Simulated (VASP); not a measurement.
# C (Fd-3m) in VASP: further runs

C is run at these levels: PBE; tasks: single point, relaxation of cell and atoms.

Everything below comes from runs of VASP 6.6.1. Logs are shortened: lines on timing, memory, paths and dates and some standing lists are left out, and cuts for length are marked.

## 1. The cell of the first run

Symmetry: Fd-3m, No. 227, cubic system. Conventional cell: a = 3.571 Å, b = 3.571 Å, c = 3.571 Å, α = 90.00°, β = 90.00°, γ = 90.00°. C (site symmetry -43m) has 4 C at 1.55 Å within 2.1 Å.

## 2. Single point, PBE

Contents of INCAR:

```
ALGO     = Normal         # electronic algorithm
EDIFF    = 1E-7           # SCF threshold, eV
ENCUT    = 520            # plane-wave cutoff, eV
GGA      = PE             # functional
ISIF     = 2              # what is computed and relaxed
ISMEAR   = 0              # smearing method
LASPH    = True           # aspherical terms in the spheres
LCHARG   = False          # write CHGCAR
LREAL    = False          # projectors in reciprocal space
LWAVE    = False          # write WAVECAR
NBANDS   = 11             # bands
NELM     = 80             # most SCF steps
PREC     = Accurate       # precision mode
SIGMA    = 0.02           # smearing width, eV
```

Contents of KPOINTS:

```
k-points
0
Gamma
  12 12 12
```

Contents of POSCAR:

```
C
1.0
    0.0000000000      1.7857368678      1.7857368678
    1.7857368678      0.0000000000      1.7857368678
    1.7857368678      1.7857368678      0.0000000000
C
2
Direct
    0.0000000000      0.0000000000      0.0000000000
    0.2500000000      0.2500000000      0.2500000000
```

Potentials or basis: VASP PAW PBE potentials, release 64 (C).

Started as:

```
cat potpaw_PBE.64/C/POTCAR > POTCAR
mpirun -np 1 vasp_std > vasp.out
```

OUTCAR:

```text
EDIFF = 1E-7
   ENCUT = 520
   GGA = PE
   ISIF = 2
   ISMEAR = 0
   LASPH = True
   LREAL = False
   NELM = 80
   PREC = Accurate

 ion  position               nearest neighbor table
   1  0.000  0.000  0.000-   2 1.55   2 1.55   2 1.55   2 1.55
   2  0.250  0.250  0.250-   1 1.55   1 1.55   1 1.55   1 1.55

  LATTYP: Found a face centered cubic cell.
 ALAT       =     3.5714737356

  Lattice vectors:

 A1 = (   0.0000000000,   1.7857368678,   1.7857368678)
 A2 = (   1.7857368678,   0.0000000000,   1.7857368678)
 A3 = (   1.7857368678,   1.7857368678,   0.0000000000)

Analysis of symmetry for initial positions (statically):
=====================================================================
 Subroutine PRICEL returns:
 Original cell was already a primitive cell.

 Routine SETGRP: Setting up the symmetry group for a
 face centered cubic supercell.

 Subroutine GETGRP returns: Found 48 space group operations
 (whereof 24 operations were pure point group operations)
 out of a pool of 48 trial point group operations.

The static configuration has the point symmetry T_d .
 The point group associated with its full space group is O_h .

Analysis of symmetry for dynamics (positions and initial velocities):
=====================================================================
 Subroutine PRICEL returns:
 Original cell was already a primitive cell.

 Routine SETGRP: Setting up the symmetry group for a
 face centered cubic supercell.

 Subroutine GETGRP returns: Found 48 space group operations
 (whereof 24 operations were pure point group operations)
 out of a pool of 48 trial point group operations.

The dynamic configuration has the point symmetry T_d .
 The point group associated with its full space group is O_h .

 Subroutine INISYM returns: Found 48 space group operations
 (whereof 24 operations are pure point group operations),
 and found     1 'primitive' translations

----------------------------------------------------------------------------------------

                                     Primitive cell

  volume of cell :      11.3889

  direct lattice vectors                    reciprocal lattice vectors
     0.000000000  1.785736868  1.785736868    -0.279996459  0.279996459  0.279996459
     1.785736868  0.000000000  1.785736868     0.279996459 -0.279996459  0.279996459
     1.785736868  1.785736868  0.000000000     0.279996459  0.279996459 -0.279996459

  length of vectors
[... 84 lines left out ...]
   EDIFFG = 0.1E-05   stopping-criterion for IOM
   NSW    =      0    number of steps for IOM
   IBRION =     -1    ionic relax: 0-MD 1-quasi-New 2-CG
   NFREE  =      0    steps in history (QN), initial steepest desc. (CG)
   ISIF   =      2    stress and relaxation
   ISYM   =      2    0-nonsym 1-usesym 2-fastsym
   POTIM  = 0.5000    time-step for ionic-motion
   TEBEG  =    0.0;   TEEND  =   0.0 temperature during run
   PSTRESS=    0.0 pullay stress
   NELECT =       8.0000    total number of electrons
   NUPDOWN=      -1.0000    fix difference up-down
   EMIN   =  10.00;   EMAX   =-10.00  energy-range for DOS
   EFERMI =   0.00;   METHOD = LEGACY
   ISMEAR =     0;   SIGMA  =   0.02  broadening in eV -4-tet -1-fermi 0-gaus
   EFERMI_NEDOS =   21; number of points for ismear=-14 and -15
   IALGO  =     38    algorithm
   IMIX   =      4    mixing-type and parameters
     AMIX     =   0.40;   BMIX     =  1.00
     AMIX_MAG =   1.60;   BMIX_MAG =  1.00
  volume/ion in A,a.u.               =       5.69        38.43
  Fermi-wavevector in a.u.,A,eV,Ry     =   1.455272  2.750064 28.814625  2.117815
  Thomas-Fermi vector in A             =   2.572325
   LORBIT       =      0    0 simple, 1 ext, 2 COOP (PROOUT), +10 PAW based schemes
   GGA     = PE    functional components
   LHFCALC =     F    Hartree Fock is set to
   AEXX    =    0.0000 exact exchange contribution
   IVDW    =     0    specifies the selected vdW correction
   LEPSILON=     F    determine dielectric tensor
   LRPA    =     F    only Hartree local field effects (RPA)
 non-spin polarized calculation
 Gauss-broadening in eV      SIGMA  =   0.02
  energy-cutoff  :      520.00
  volume of cell :       11.39
 maximum number of plane-waves:       331
   NGX =  9   NGY =  9   NGZ =  9

 number of electron       7.9999999 magnetization

 Free energy of the ion-electron system (eV)
  ---------------------------------------------------
  ext. energy  EPLUGINS =         0.00000000
  ---------------------------------------------------
  free energy    TOTEN  =       -18.18576161 eV

  energy without entropy =      -18.18576161  energy(sigma->0) =      -18.18576161

 E-fermi :   9.7760     XC(G=0): -13.2309

 val. band max:        9.6724314546   @ k =   0.0000   0.0000   0.0000
 cond. band min:      13.8165438307   @ k =   0.3333   0.3333   0.0000
 fundamental gap:      4.1441123761
 Fermi energy:         9.7760309572

 k-point     1 :       0.0000    0.0000    0.0000
  band No.  band energies     occupation
      1     -11.7513      2.00000
      2       9.6724      2.00000
      3       9.6724      2.00000
      4       9.6724      2.00000
      5      15.2515      0.00000
      6      15.2515      0.00000
      7      15.2515      0.00000
      8      22.9134      0.00000
      9      28.9155      0.00000
     10      36.1634      0.00000
     11      36.1634      0.00000
[... 309 lines left out ...]
 k-point    24 :      -0.4167    0.1667    0.0000
  band No.  band energies     occupation
      1      -5.5902      2.00000
      2      -2.8160      2.00000
      3       4.2153      2.00000
      4       6.0987      2.00000
      5      17.1915      0.00000
      6      19.8780      0.00000
      7      20.8267      0.00000
      8      25.0668      0.00000
      9      29.0761      0.00000
     10      33.8162      0.00000
     11      34.1726      0.00000

 [... further k-points ...]
[... 5 lines left out ...]
  --------------------------------------------------------------------------------------
  -------------------------------------------------------------------------------------
  Total        0.0501495      0.0501495      0.0501495     -0.0000000      0.0000000      0.0000000
  in kB        7.0549664      7.0549664      7.0549664     -0.0000000      0.0000000      0.0000000
  external PRESSURE =       7.0549664 kB  Pullay stress =       0.0000000 kB

 VOLUME and BASIS-vectors are now :
 -----------------------------------------------------------------------------
  energy-cutoff  :      520.00
  volume of cell :       11.39
      direct lattice vectors                 reciprocal lattice vectors
     0.000000000  1.785736868  1.785736868    -0.279996459  0.279996459  0.279996459
     1.785736868  0.000000000  1.785736868     0.279996459 -0.279996459  0.279996459
     1.785736868  1.785736868  0.000000000     0.279996459  0.279996459 -0.279996459

 POSITION                                       TOTAL-FORCE (eV/Angst)
 -----------------------------------------------------------------------------------
      0.00000      0.00000      0.00000        -0.000000      0.000000     -0.000000
      0.89287      0.89287      0.89287         0.000000     -0.000000      0.000000
 -----------------------------------------------------------------------------------
    total drift:                                0.000000     -0.000000      0.000000

  FREE ENERGIE OF THE ION-ELECTRON SYSTEM (eV)
  ---------------------------------------------------
  free  energy   TOTEN  =       -18.1857616071 eV

  energy  without entropy=      -18.1857616071  energy(sigma->0) =      -18.18576161
```

It took 7.4 s on 1 thread of AMD EPYC 7R43 (Zen 3), shared host; peak memory 0.08 GiB.

Results:

* Free energy: -18.1858 eV
* Pressure: 0.7 GPa
* Band gap on the k mesh: 4.14 eV, indirect (least direct gap 5.58 eV)

Levels at points of the mesh, in eV from the valence-band top:
| k point | band 1 | band 2 | band 3 | band 4 | band 5 | band 6 | band 7 | band 8 |
| --- | --- | --- | --- | --- | --- | --- | --- | --- |
| (0.00, 0.00, 0.00) | -21.42 | 0.00 | 0.00 | 0.00 | 5.58 | 5.58 | 5.58 | 13.24 |
| (0.50, 0.00, 0.00) | -15.67 | -13.33 | -2.79 | -2.79 | 8.44 | 8.44 | 8.79 | 15.66 |
| (0.50, 0.50, 0.00) | -12.74 | -12.74 | -6.27 | -6.27 | 4.75 | 4.75 | 16.75 | 16.75 |

A k mesh can miss the band edges. PBE gaps usually lie below the measured ones, often by a third to a half.

## 3. Relaxation of cell and atoms, PBE

This run uses another cell than the first one, of 5.67 Å³/atom, 0.996 times its volume.

Contents of INCAR:

```
ALGO     = Normal         # electronic algorithm
EDIFF    = 1E-6           # SCF threshold, eV
EDIFFG   = -0.005         # ionic threshold
ENCUT    = 600            # plane-wave cutoff, eV
GGA      = PE             # functional
IBRION   = 2              # ionic algorithm
ISIF     = 3              # what is computed and relaxed
ISMEAR   = 0              # smearing method
LASPH    = True           # aspherical terms in the spheres
LCHARG   = False          # write CHGCAR
LREAL    = False          # projectors in reciprocal space
LWAVE    = False          # write WAVECAR
NELM     = 80             # most SCF steps
NSW      = 100            # ionic steps
PREC     = Accurate       # precision mode
SIGMA    = 0.02           # smearing width, eV
```

KPOINTS is that of step 2.

Contents of POSCAR:

```
C
1.0
    0.0000000000      1.7833700000      1.7833700000
    1.7833700000      0.0000000000      1.7833700000
    1.7833700000      1.7833700000      0.0000000000
C
2
Direct
    0.0000000000      0.0000000000      0.0000000000
    0.2500000000      0.2500000000      0.2500000000
```

Potentials or basis: VASP PAW PBE potentials, release 64 (C).

Started as:

```
cat potpaw_PBE.64/C/POTCAR > POTCAR
mpirun -np 1 vasp_std > vasp.out
```

It took 10 s on 1 thread of AMD EPYC 7R43 (Zen 3), shared host; peak memory 0.08 GiB.

The run converged. Its results:

```
Free energy                            : -18.1903 eV
Relaxed volume                         : 5.70 Å³/atom
Relaxed cell                           : a = 2.526 Å, b = 2.526 Å, c = 2.526 Å, α = 60.00°, β = 60.00°, γ = 60.00°
Space group after relaxing (to 0.05 Å) : Fd-3m (No. 227)
Energy gained by relaxing              : 0.1 meV/atom
Ionic steps                            : 3
Pressure after relaxing                : 0.0 GPa
Band gap on the k mesh                 : 4.14 eV, indirect (least direct gap 5.58 eV)
```

Step by step:
```csv
step,energy change (eV),largest force (eV/Å),pressure (GPa),volume (Å³)
1,0.0000,0.0000,1.78,11.34
2,0.0001,0.0000,-2.16,11.45
3,-0.0003,0.0000,0.00,11.39
```

Final structure:
```cif
data_structure
_symmetry_space_group_name_H-M 'P 1'
_symmetry_Int_Tables_number 1
_cell_length_a 2.5255
_cell_length_b 2.5255
_cell_length_c 2.5255
_cell_angle_alpha 60.000
_cell_angle_beta 60.000
_cell_angle_gamma 60.000
_cell_volume 11.39
loop_
_atom_site_label
_atom_site_type_symbol
_atom_site_fract_x
_atom_site_fract_y
_atom_site_fract_z
_atom_site_occupancy
C1 C 0.00000 0.00000 0.00000 1
C2 C 0.25000 0.25000 0.25000 1
```

Levels at points of the mesh, in eV from the valence-band top:
```tsv
k point	band 2	band 3	band 4	band 5	band 6	band 7
(0.00, 0.00, 0.00)	0.00	0.00	0.00	5.58	5.58	5.58
(0.50, 0.00, 0.00)	-13.33	-2.79	-2.79	8.44	8.44	8.79
(0.50, 0.50, 0.00)	-12.74	-6.27	-6.27	4.75	4.75	16.74
```

## 4. Single point, PBE (volume scaled by 0.88)

Contents of INCAR:

```
PREC = Accurate
ENCUT = 520
EDIFF = 1E-6
ISMEAR = 0
SIGMA = 0.02
LREAL = False
LASPH = True
NELM = 60
ALGO = Normal
ISIF = 2
LWAVE = False
LCHARG = False
GGA = PE
NBANDS = 11
```

Contents of KPOINTS:

```
Automatic mesh
0
Gamma
  12 12 12
```

Contents of POSCAR:

```
C
1.0
    0.0000000000      1.7112430176      1.7112430176
    1.7112430176      0.0000000000      1.7112430176
    1.7112430176      1.7112430176      0.0000000000
C
2
Direct
    0.0000000000      0.0000000000      0.0000000000
    0.2500000000      0.2500000000      0.2500000000
```

Potentials or basis: VASP PAW PBE potentials, release 64 (C).

Started as:

```
cat potpaw_PBE.64/C/POTCAR > POTCAR
mpirun -np 1 vasp_std > vasp.out
```

OUTCAR:

```text
PREC = Accurate
   ENCUT = 520
   EDIFF = 1E-6
   ISMEAR = 0
   LREAL = False
   LASPH = True
   NELM = 60
   ISIF = 2
   GGA = PE

 ion  position               nearest neighbor table
   1  0.000  0.000  0.000-   2 1.48   2 1.48   2 1.48   2 1.48
   2  0.250  0.250  0.250-   1 1.48   1 1.48   1 1.48   1 1.48

  LATTYP: Found a face centered cubic cell.
 ALAT       =     3.4224860352

  Lattice vectors:

 A1 = (   0.0000000000,   1.7112430176,   1.7112430176)
 A2 = (   1.7112430176,   0.0000000000,   1.7112430176)
 A3 = (   1.7112430176,   1.7112430176,   0.0000000000)

Analysis of symmetry for initial positions (statically):
=====================================================================
 Subroutine PRICEL returns:
 Original cell was already a primitive cell.

 Routine SETGRP: Setting up the symmetry group for a
 face centered cubic supercell.

 Subroutine GETGRP returns: Found 48 space group operations
 (whereof 24 operations were pure point group operations)
 out of a pool of 48 trial point group operations.

The static configuration has the point symmetry T_d .
 The point group associated with its full space group is O_h .

[... 166 lines left out ...]
 fundamental gap:      4.4449645689
 Fermi energy:        11.7728667171

 k-point     1 :       0.0000    0.0000    0.0000
  band No.  band energies     occupation
      1     -11.6093      2.00000
      2      11.6067      2.00000
      3      11.6067      2.00000
      4      11.6067      2.00000
      5      17.5392      0.00000
      6      17.5392      0.00000
      7      17.5392      0.00000
      8      27.8894      0.00000
      9      32.5720      0.00000
     10      39.5507      0.00000
     11      39.5507      0.00000
[... 309 lines left out ...]
 k-point    24 :      -0.4167    0.1667    0.0000
  band No.  band energies     occupation
      1      -4.7059      2.00000
      2      -2.2091      2.00000
      3       5.5911      2.00000
      4       7.5702      2.00000
      5      19.6313      0.00000
      6      22.6476      0.00000
      7      24.5010      0.00000
      8      28.5674      0.00000
      9      32.5718      0.00000
     10      37.2323      0.00000
     11      38.6883      0.00000

 [... further k-points ...]
[... 5 lines left out ...]
  --------------------------------------------------------------------------------------
  -------------------------------------------------------------------------------------
  Total        4.4538349      4.4538349      4.4538349     -0.0000000      0.0000000      0.0000000
  in kB      711.9994156    711.9994156    711.9994156     -0.0000000      0.0000000      0.0000000
  external PRESSURE =     711.9994156 kB  Pullay stress =       0.0000000 kB

 VOLUME and BASIS-vectors are now :
 -----------------------------------------------------------------------------
  energy-cutoff  :      520.00
  volume of cell :       10.02
      direct lattice vectors                 reciprocal lattice vectors
     0.000000000  1.711243018  1.711243018    -0.292185268  0.292185268  0.292185268
     1.711243018  0.000000000  1.711243018     0.292185268 -0.292185268  0.292185268
     1.711243018  1.711243018  0.000000000     0.292185268  0.292185268 -0.292185268

 POSITION                                       TOTAL-FORCE (eV/Angst)
 -----------------------------------------------------------------------------------
      0.00000      0.00000      0.00000         0.000000      0.000000      0.000000
      0.85562      0.85562      0.85562        -0.000000      0.000000     -0.000000
 -----------------------------------------------------------------------------------
    total drift:                               -0.000000     -0.000000     -0.000000

  FREE ENERGIE OF THE ION-ELECTRON SYSTEM (eV)
  ---------------------------------------------------
  free  energy   TOTEN  =       -17.9052546438 eV

  energy  without entropy=      -17.9052546438  energy(sigma->0) =      -17.90525464
```

Run time: 3.1 s. Hardware: 1 thread of Intel Xeon 6975P-C (Granite Rapids), shared host; peak memory 0.11 GiB.

What came out:

```yaml
Free_energy: -17.9053 eV
Pressure: 71.2 GPa
Band_gap_on_the_k_mesh: 4.45 eV, indirect (least direct gap 5.93 eV)
```

Levels at points of the mesh, in eV from the valence-band top:
```tsv
k point	band 2	band 3	band 4	band 5	band 6	band 7
(0.00, 0.00, 0.00)	0.00	0.00	0.00	5.93	5.93	5.93
(0.50, 0.00, 0.00)	-14.82	-3.13	-3.13	8.97	8.97	10.60
(0.50, 0.50, 0.00)	-13.69	-7.09	-7.09	5.01	5.01	18.79
```

Caveat: the cell differs from its parent crystal (volume scaled by 0.88). A k mesh can miss the band edges.

## 5. Summary

| task | cell | cutoff (eV) | gap on the mesh (eV) | pressure (GPa) |
| --- | --- | --- | --- | --- |
| single point | a = 2.525 Å, angles 60.0°, 2 atoms | 520 | 4.14 | 0.7 |
| relaxation of cell and atoms | relaxed from a = 2.522 Å, angles 60.0°, 2 atoms | 600 | 4.14 | 0.0 |
| single point | a = 2.420 Å, angles 60.0°, 2 atoms | 520 | 4.45 | 71.2 |

Alike in all rows: level PBE; potentials or basis VASP PAW PBE potentials, release 64 (C); no spin polarisation; k mesh 12 × 12 × 12; smearing gaussian 0.02 eV.

Total energies depend on the potentials used, so only differences within one code and one set of settings carry meaning.
